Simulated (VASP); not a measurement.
Here is a VASP 6.6.1 calculation.

The input INCAR:

```
ALGO = Normal
EDIFF = 1E-6
ENCUT = 520
GGA = PE
ISIF = 2
ISMEAR = 1
IVDW = 13
LASPH = T
LCHARG = T
LELF = T
LREAL = F
LVHAR = T
LWAVE = F
NBANDS = 14
NELM = 80
PREC = Accurate
SIGMA = 0.1
```

KPOINTS

```
k-points
0
Gamma
  10 10 10
```

The input POSCAR:

```
ZrB
1.0
    0.0000000000      2.5044953680      2.5044953680
    2.5044953680      0.0000000000      2.5044953680
    2.5044953680      2.5044953680      0.0000000000
Zr B
1 1
Direct
    0.5000000000      0.5000000000      0.5000000000
    0.0000000000      0.0000000000      0.0000000000
```

Potentials or basis: VASP PAW PBE potentials, release 64 (Zr_sv, B).

Run with:

```sh
$ cat potpaw_PBE.64/Zr_sv/POTCAR potpaw_PBE.64/B/POTCAR > POTCAR
$ mpirun -np 1 vasp_std > vasp.out
```

**Question.** What does it give for the pressure?

**Answer.** -11.8 GPa.

**Question.** What does it give for the dispersion energy per atom?

**Answer.** -0.248 eV.

Caveat: pairwise dispersion overbinds metals, which lowers pressure and volume.
